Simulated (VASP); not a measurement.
Write the native input for VASP 6.6.1 that does the following.

| Item | Value |
| --- | --- |
| Task | single point |
| Functional | PBEsol |
| Potentials or basis | VASP PAW PBE potentials, release 64 (Ge_d) |
| Cutoff | 500 eV |
| k mesh | 9 × 9 × 9 |
| Occupations | fermi-dirac, width 0.05 eV |
| Spin | no spin polarisation |
| Dipole correction | no |
| Further INCAR settings | ALGO = Normal; EDIFF = 1e-06; NBANDS = 21 |

The structure of Ge lies in POSCAR:

```
Ge
1.0
   -2.4428807400      2.6009450400      1.4369470000
    2.4428807400     -2.6009450400      1.4369470000
    2.5489152600      2.7007809600     -1.4369470000
Ge
2
Direct
    0.3140570000      0.0640570000      0.2500000000
    0.6859430000      0.9359430000      0.7500000000
```

The input as run:

INCAR

```
SYSTEM = Ge
ALGO = Normal ; EDIFF = 1E-6
ENCUT = 500 ; GGA = PS
GGA_COMPAT = .False. ; ISIF = 2
ISMEAR = -1 ; LASPH = .True.
LCHARG = .True. ; LELF = .True.
LREAL = .False. ; LVHAR = .True.
LWAVE = .False. ; NBANDS = 21
NELM = 120 ; PREC = Accurate
SIGMA = 0.05
```

KPOINTS

```
k-points
0
Gamma
  9 9 9
  0 0 0
```

Potentials or basis: VASP PAW PBE potentials, release 64 (Ge_d).

Run with:

```sh
$ cat potpaw_PBE.64/Ge_d/POTCAR > POTCAR
$ mpirun -np 1 vasp_std > vasp.out
```

It gave:

```yaml
Pressure: -2.5 GPa
Largest_force: 0.035 eV/Å
Band_gap_on_the_k_mesh: zero (band 14 reaches 8.46 eV, above the bottom of band 15 at 2.94 eV)
```

Caveat: the PAW data sets were made with another functional, which shifts forces and pressure a little.

It took 50 s on 1 thread of Intel(R) Xeon(R) 6975P-C (Granite Rapids), on a shared host, peak memory 0.24 GiB.
